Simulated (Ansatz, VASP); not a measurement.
## One calculation of Sc5SbSe2, two programs

```xyz
8
Lattice="5.8385 0.0000 0.0000 -2.9193 5.0563 0.0000 0.0000 0.0000 6.9024" Properties=species:S:1:pos:R:3 pbc="T T T"
Sc   -1.5068    4.2408    0.0000
Sc    0.0000    1.6309    0.0000
Sc    1.5068    4.2408    0.0000
Sc    2.9193    1.6854    1.0520
Sc    2.9193    1.6854    5.8504
Sb    0.0000    0.0000    3.4512
Se    0.0000    0.0000    0.0000
Se    0.0000    3.3709    0.0000
```

Alike in both runs: task relaxation of cell and atoms; functional PBE; k mesh 3 × 3 × 3; occupations gaussian, width 0.2 eV; no spin polarisation.

|  | VASP | Ansatz |
| --- | --- | --- |
| version | VASP 6.6.1 | Ansatz 0.2.0 |
| potentials or method | VASP PAW PBE potentials, release 64 (Sc_sv, Sb, Se), cutoff 600 eV | scalar-relativistic, plane waves, PAW |
| valence electrons in the cell | 72 | 102 |

|  | VASP | Ansatz | Ansatz less VASP |
| --- | --- | --- | --- |
| gap on the k mesh at the Fermi level, each at its own relaxed structure (eV) | none | none | - |
| relaxed volume (Å³/atom) | 43.25 | 43.73 | +0.479 |
| relaxed cell length with the largest relative difference (Å) | 5.588 | 5.711 | +0.1224 |

A gap of «none» marks a metal or a gap that the smearing closes. VASP's potentials hold 72 valence electrons a cell and Ansatz's 102, so a difference there can come from the potentials and not from the codes.

The k mesh is coarse, so the values compare programs but aren't converged. Spin-orbit coupling is off throughout. Noted on VASP's run: the volume moved by over 15 % at a fixed basis, so the end points are rough.
